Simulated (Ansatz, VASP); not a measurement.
## One calculation of VSi, two programs

Contents of INCAR:

```
SYSTEM = VSi
PREC = Accurate ; ENCUT = 520
EDIFF = 1E-8 ; ISMEAR = -1
SIGMA = 0.03 ; LREAL = .False.
LASPH = .True. ; NELM = 150
ALGO = Normal ; ISIF = 2
LWAVE = .False. ; LCHARG = .False.
ISPIN = 2 ; MAGMOM = 1.5 0
LORBIT = 11 ; LMAXMIX = 4
GGA = PE ; LEFG = .True.
NBANDS = 20
```

Contents of KPOINTS:

```
regular mesh
0
Gamma
  13 13 13
  0 0 0
```

Contents of POSCAR:

```
VSi
1.0
    0.0000000000      2.4106330294      2.4106330294
    2.4106330294      0.0000000000      2.4106330294
    2.4106330294      2.4106330294      0.0000000000
V Si
1 1
Direct
    0.0000000000      0.0000000000      0.0000000000
    0.5000000000      0.5000000000      0.5000000000
```

Input for Ansatz:

```yaml
crystal:
  lattice:
    - [0.0, 2.4106330294, 2.4106330294]
    - [2.4106330294, 0.0, 2.4106330294]
    - [2.4106330294, 2.4106330294, 0.0]
  atoms:
    - { symbol: V, position: [0.0, 0.0, 0.0], spin: 1.5 }
    - { symbol: Si, position: [0.5, 0.5, 0.5] }
magnetization:
  spin_polarized: true
kpoints:
  mp_grid: { grid: [13, 13, 13] }
scf:
  occupations: { method: fermi_dirac, width: 0.03 }
hamiltonian:
  xc: pbe
  pseudopotentials: { kind: paw }
output:
  forces: true
  stress: true
  eigenvalues: true
  efg: { contact_densities: true }
```

Change from the starting cell: volume scaled by 0.96, PAW files.

Alike in both runs: task electric field gradients; functional PBE; k mesh 13 × 13 × 13; occupations fermi-dirac, width 0.03 eV; collinear spin.

|  | VASP | Ansatz |
| --- | --- | --- |
| version | VASP 6.6.1 | Ansatz 0.2.0 |
| potentials or method | VASP PAW PBE potentials, release 64 (V_sv, Si) | PAW with Ansatz's default frozen-core files, scalar-relativistic |
| plane-wave cutoff (eV) | 520 | 420 |
| valence electrons in the cell | 17 | 17 |

|  | VASP | Ansatz | Ansatz less VASP |
| --- | --- | --- | --- |
| pressure (GPa) | 6.3 | 6.2 | -0.10 |
| net moment per atom (μB) | 0.00 | 0.00 | 0.000 |

Ansatz's warnings: seeded moment not kept.
